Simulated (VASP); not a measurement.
AlNi:

```
Al Ni
1.0
     2.88100    0.00000    0.00000
     0.00000    2.88100    0.00000
     0.00000    0.00000    2.88100
Al Ni
1 1
Direct
  0.00000 0.00000 0.00000
  0.50000 0.50000 0.50000
```

Program: VASP 6.6.1. Alike in all runs: task single point; spin collinear, ferromagnetic start; cell as given; k mesh 9 × 9 × 9; cutoff (eV) 520; smearing fermi-dirac 0.1 eV.

Order these runs on this cell by their pressure, lowest first.
A. level PBE; potentials or basis VASP PAW PBE potentials, release 64 (Al, Ni)
B. level PBEsol; potentials or basis VASP PAW PBE potentials, release 64 (Al, Ni)
C. level LDA; potentials or basis VASP PAW LDA potentials, release 64 (Al, Ni)
D. level RPBE; potentials or basis VASP PAW PBE potentials, release 64 (Al, Ni)

C (-8.2 GPa), B (-3.1 GPa), A (2.1 GPa), D (5.8 GPa).

Caveats: the PAW data sets were made with another functional, which shifts forces and pressure a little (some runs).
